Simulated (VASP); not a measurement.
# VAgC4N4: single point with PBE

VAgC4N4:

```xyz
10
Lattice="6.2519 0.0000 0.0000 0.0000 6.2519 0.0000 0.0000 0.0000 6.2519" Properties=species:S:1:pos:R:3 pbc="T T T"
V     0.0000    0.0000    0.0000
Ag    3.1260    3.1260    3.1260
C     1.1664    1.1664    1.1664
C     1.1664    5.0855    5.0855
C     5.0855    1.1664    5.0855
C     5.0855    5.0855    1.1664
N     1.8415    1.8415    1.8415
N     1.8415    4.4104    4.4104
N     4.4104    1.8415    4.4104
N     4.4104    4.4104    1.8415
```

```yaml
Program: VASP 6.6.1
Task: single point
Functional: PBE
Potentials_or_basis: VASP PAW PBE potentials, release 64 (V_sv, Ag, C, N)
Cutoff: 520 eV
k_mesh: 4 × 4 × 4
Occupations: gaussian, width 0.1 eV
Spin: collinear spin, ferromagnetic start
Starting_moments: "[2.0, 0.0, 0.0, 0.0, 0.0, 0.0, 0.0, 0.0, 0.0, 0.0] μB"
Dipole_correction: no
Further_INCAR_settings: ALGO = Normal; EDIFF = 1e-06; NBANDS = 45
```

The pressure is 0.4 GPa, the largest force is 0.399 eV/Å and the band gap on the k mesh is 1.36 eV (least direct gap 1.42 eV). The net moment is 2.00 μB per cell, the site moments are V +1.68; Ag +0.01; C -0.04; N +0.06 μB and the valence electrons inside the program's atomic spheres are V 11.51; Ag 9.76; C 2.63; N 3.83.

Forces on the atoms (eV/Å):
```
V    0.000  0.000  0.000
Ag   0.000  0.000  0.000
C   -0.216 -0.216 -0.216
C   -0.216  0.216  0.216
C    0.216 -0.216  0.216
C    0.216  0.216 -0.216
N    0.230  0.230  0.230
N    0.230 -0.230 -0.230
N   -0.230  0.230 -0.230
N   -0.230 -0.230  0.230
```

Levels at points of the mesh, in eV from the valence-band top:
Spin up:
```
           k point  band 28  band 29  band 30  band 31  band 32  band 33  band 34  band 35
(0.00, 0.00, 0.00)    -0.50    -0.50    -0.06    -0.06     1.36     1.36     1.36     5.38
(0.50, 0.00, 0.00)    -0.54    -0.54    -0.17    -0.01     1.46     1.56     1.56     5.22
(0.50, 0.50, 0.00)    -0.51    -0.51    -0.17     0.00     1.53     1.55     1.55     5.39
(0.50, 0.50, 0.50)    -0.48    -0.48    -0.05    -0.05     1.45     1.45     1.45     5.59
```
Spin down:
```tsv
k point	band 27	band 28	band 29	band 30	band 31	band 32
(0.00, 0.00, 0.00)	-0.48	-0.48	-0.48	1.74	1.74	1.94
(0.50, 0.00, 0.00)	-0.52	-0.49	-0.49	1.69	1.71	2.06
(0.50, 0.50, 0.00)	-0.52	-0.46	-0.46	1.69	1.70	2.14
(0.50, 0.50, 0.50)	-0.45	-0.45	-0.45	1.74	1.74	2.06
```

It took 2.9 min on 1 thread of Intel(R) Xeon(R) 6975P-C (Granite Rapids), on a shared host, peak memory 0.51 GiB.

A k mesh can miss the band edges.
